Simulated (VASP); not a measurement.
Wanted: the native input for a VASP 6.6.1 run.

* Task: relaxation of cell and atoms
* Functional: PBEsol
* Potentials or basis: VASP PAW PBE potentials, release 64 (Sn_d, Ir)
* Cutoff: 600 eV
* k mesh: 8 × 8 × 8
* Occupations: methfessel-paxton, width 0.15 eV
* Spin: no spin polarisation
* Target pressure: 20 GPa
* Dipole correction: no
* Further INCAR settings: ALGO = Normal; EDIFF = 1e-06; IBRION = 2; EDIFFG = -0.01; NSW = 80; ISIF = 3

The structure of Sn2Ir lies in POSCAR:

```
Sn2Ir
1.0
    0.0000000000      3.1690000000      3.1690000000
    3.1690000000      0.0000000000      3.1690000000
    3.1690000000      3.1690000000      0.0000000000
Sn Ir
2 1
Direct
    0.2500000000      0.2500000000      0.2500000000
    0.7500000000      0.7500000000      0.7500000000
    0.0000000000      0.0000000000      0.0000000000
```

One way to write it, as run:

INCAR

```
  ALGO = Normal
  EDIFF = 1E-6
  EDIFFG = -0.01
  ENCUT = 600
  GGA = PS
  IBRION = 2
  ISIF = 3
  ISMEAR = 1
  LASPH = True
  LCHARG = False
  LREAL = False
  LWAVE = False
  NELM = 60
  NSW = 80
  PREC = Accurate
  PSTRESS = 200.0
  SIGMA = 0.15
```

KPOINTS

```
k-points
0
Gamma
  8 8 8
```

Potentials or basis: VASP PAW PBE potentials, release 64 (Sn_d, Ir).

The run is started by

```sh
$ cat potpaw_PBE.64/Sn_d/POTCAR potpaw_PBE.64/Ir/POTCAR > POTCAR
$ mpirun -np 1 vasp_std > vasp.out
```

It gave:

| Quantity | Value |
| --- | --- |
| Relaxed volume | 18.98 Å³/atom |
| Relaxed cell | a = 4.319 Å, b = 4.319 Å, c = 4.319 Å, α = 60.00°, β = 60.00°, γ = 60.00° |
| Space group after relaxing (to 0.05 Å) | Fm-3m (No. 225) |
| Energy change on relaxing (the enthalpy is what falls) | +126.3 meV/atom |
| Ionic steps | 7 |
| Pressure after relaxing | 20.0 GPa |

Caveat: the cell is relaxed towards a set pressure, so the enthalpy falls and the energy may rise; the PAW data sets were made with another functional, which shifts forces and pressure a little.

It took 110 s on 1 thread of Intel(R) Xeon(R) 6975P-C (Granite Rapids), on a shared host, peak memory 0.24 GiB.
